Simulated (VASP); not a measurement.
A run of VASP 6.6.1 is set up as follows.

INCAR

```
ALGO = Normal ; EDIFF = 1E-7
ENCUT = 520 ; GGA = PS
ISIF = 2 ; ISMEAR = -1
LASPH = True ; LCHARG = True
LELF = True ; LREAL = False
LVHAR = True ; LWAVE = False
NBANDS = 11 ; NELM = 60
PREC = Accurate ; SIGMA = 0.01
```

Contents of KPOINTS:

```
k-points
0
Gamma
  10 10 6
```

Contents of POSCAR:

```
BN
1.0
    2.5732138700      0.0000000000      0.0000000000
   -1.2791074935      2.2327815986      0.0000000000
   -0.6470531882     -1.1163913123      3.1010824187
B N
1 1
Direct
    0.9796430000      0.9834990000      0.0018060000
    0.6685060000      0.3323850000      0.9849990000
```

Potentials or basis: VASP PAW PBE potentials, release 64 (B, N).

Command:

```sh
$ cat potpaw_PBE.64/B/POTCAR potpaw_PBE.64/N/POTCAR > POTCAR
$ mpirun -np 1 vasp_std > vasp.out
```

Q: What does it give for the pressure?

A: -16.3 GPa.

Q: Predict the largest force.

A: 2.299 eV/Å.

Stress tensor (GPa, compression positive):
```
-29.21  -2.61   0.41
 -2.61 -22.71   0.94
  0.41   0.94   3.12
```

Caveat: the PAW data sets were made with another functional, which shifts forces and pressure a little.
